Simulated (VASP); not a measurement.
BiRu (rocksalt type), 2 atoms in the cell. It takes space group Fm-3m (No. 225, cubic). Conventional cell: a = 5.425 Å, b = 5.425 Å, c = 5.425 Å, α = 90.00°, β = 90.00°, γ = 90.00°. Within 3.6 Å of Ru (site symmetry m-3m) lie 6 Bi at 2.71 Å. Bi (site symmetry m-3m) has 6 Ru at 2.71 Å within 3.6 Å. 

* Program: VASP 6.6.1
* Task: single point
* Functional: LDA
* Potentials or basis: VASP PAW LDA potentials, release 64 (Ru_pv, Bi_d)
* Cutoff: 520 eV
* k mesh: 13 × 13 × 13
* Occupations: fermi-dirac, width 0.08 eV
* Spin: no spin polarisation
* Dipole correction: no
* Further INCAR settings: ALGO = Normal; EDIFF = 1e-07; NBANDS = 22

Potentials or basis: VASP PAW LDA potentials, release 64 (Ru_pv, Bi_d).

Run with:

```sh
$ cat potpaw_LDA.64/Ru_pv/POTCAR potpaw_LDA.64/Bi_d/POTCAR > POTCAR
$ mpirun -np 1 vasp_std > vasp.out
```

Hardware: 1 thread of AMD EPYC 7R43 64-Core Processor (Zen 3) (shared host).

Q: How long does it take, and how much memory?

A: Wall time 80 s on 1 thread of AMD EPYC 7R43 64-Core Processor (Zen 3), with other jobs on the host, peak memory 0.16 GiB. Counts: scf iterations 12, k points 84.
